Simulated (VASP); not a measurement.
Input of a VASP 6.6.1 run:

INCAR

```
PREC = Accurate
ENCUT = 520
EDIFF = 1E-6
ISMEAR = 0
SIGMA = 0.1
LREAL = F
LASPH = T
NELM = 100
ALGO = Normal
ISIF = 2
LWAVE = F
LCHARG = F
GGA = PE
NBANDS = 13
```

The input KPOINTS:

```
Automatic mesh
0
Gamma
  18 18 18
```

POSCAR

```
Mo
1.0
    0.0000000000      2.0010280217      2.0010280217
    2.0010280217      0.0000000000      2.0010280217
    2.0010280217      2.0010280217      0.0000000000
Mo
1
Direct
    0.0000000000      0.0000000000      0.0000000000
```

Potentials or basis: VASP PAW PBE potentials, release 64 (Mo_sv).

Launch:

```console
$ cat potpaw_PBE.64/Mo_sv/POTCAR > POTCAR
$ mpirun -np 1 vasp_std > vasp.out
```

Predict the pressure.

0.5 GPa.

What does it give for the band gap on the k mesh?

Zero (band 7 reaches 15.77 eV, above the bottom of band 8 at 11.07 eV).
